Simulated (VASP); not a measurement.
Wanted: the native input for a VASP 6.6.1 run.

| Quantity | Value |
| --- | --- |
| Task | single point |
| Functional | LDA |
| Potentials or basis | VASP PAW LDA potentials, release 64 (W_sv, Ta_pv, C) |
| Cutoff | 520 eV |
| k mesh | 10 × 10 × 10 |
| Occupations | fermi-dirac, width 0.05 eV |
| Spin | no spin polarisation |
| Hubbard terms | Ta d U = 8.0 eV, W d U = 8.0 eV |
| Dipole correction | no |
| Further INCAR settings | ALGO = Normal; EDIFF = 1e-06; NBANDS = 24 |

The structure of TaWC2 lies in POSCAR:

```
TaWC2
1.0
    1.5718551461      0.9075109917      5.1016196719
   -1.5718551461      0.9075109917      5.1016196719
    0.0000000000     -1.8150219835      5.1016196719
W Ta C
1 1 2
Direct
    0.0000000000      0.0000000000      0.0000000000
    0.5000000000      0.5000000000      0.5000000000
    0.2509330000      0.2509330000      0.2509330000
    0.7490670000      0.7490670000      0.7490670000
```

The input as run:

INCAR

```
SYSTEM = TaWC2
  PREC = Accurate
  ENCUT = 520
  EDIFF = 1E-6
  ISMEAR = -1
  SIGMA = 0.05
  LREAL = .FALSE.
  LASPH = .TRUE.
  NELM = 150
  ALGO = Normal
  ISIF = 2
  LWAVE = .FALSE.
  LCHARG = .FALSE.
  LMAXMIX = 4
  LDAU = .TRUE.
  LDAUTYPE = 2
  LDAUL = 2 2 -1
  LDAUU = 8 8 0
  LDAUJ = 0 0 0
  LDAUPRINT = 1
  NBANDS = 24
```

KPOINTS

```
Automatic mesh
0
G
  10 10 10
  0 0 0
```

Potentials or basis: VASP PAW LDA potentials, release 64 (W_sv, Ta_pv, C).

Command:

```bash
$ cat potpaw_LDA.64/W_sv/POTCAR potpaw_LDA.64/Ta_pv/POTCAR potpaw_LDA.64/C/POTCAR > POTCAR
$ mpirun -np 1 vasp_std > vasp.out
```

Results of the run:

* Pressure: 5.2 GPa
* Largest force: 0.016 eV/Å
* Band gap on the k mesh: zero (an odd number of electrons rules out a gap without spin polarisation)

Caveat: the cell stands under pressure; spin-orbit coupling is left out, which moves the levels of the heavy elements; U without spin polarisation on a metal has little footing; the U is typed as a test and isn't derived for this compound.

It took 120 s on 1 thread of Intel(R) Xeon(R) 6975P-C (Granite Rapids) (shared host), peak memory 0.29 GiB.
